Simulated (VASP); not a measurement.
Here is a VASP 6.6.1 calculation.

File INCAR:

```
SYSTEM = Ir
  PREC = Accurate
  ENCUT = 520
  EDIFF = 1E-8
  ISMEAR = -1
  SIGMA = 0.05
  LREAL = .False.
  LASPH = .True.
  NELM = 150
  ALGO = Normal
  ISIF = 2
  LWAVE = .False.
  LCHARG = .False.
  MAGMOM = 0 0 0
  LORBIT = 11
  LSORBIT = .True.
  GGA_COMPAT = .False.
  LORBMOM = .True.
  LMAXMIX = 4
  GGA = PE
  LEFG = .True.
  NBANDS = 20
```

KPOINTS

```
Automatic mesh
0
Gamma
  15 15 15
  0 0 0
```

File POSCAR:

```
Ir
1.0
    0.0000000000      1.9197000000      1.9197000000
    1.9197000000      0.0000000000      1.9197000000
    1.9197000000      1.9197000000      0.0000000000
Ir
1
Direct
    0.0000000000      0.0000000000      0.0000000000
```

Potentials or basis: VASP PAW PBE potentials, release 64 (Ir).

The run is started by

```sh
$ cat potpaw_PBE.64/Ir/POTCAR > POTCAR
$ mpirun -np 1 vasp_ncl > vasp.out
```

(1) What does it give for the pressure?

(2) What does it give for the net moment?

Results:

(1) 10.6 GPa.

(2) 0.00 μB per cell.

Caveat: the cell stands under pressure.
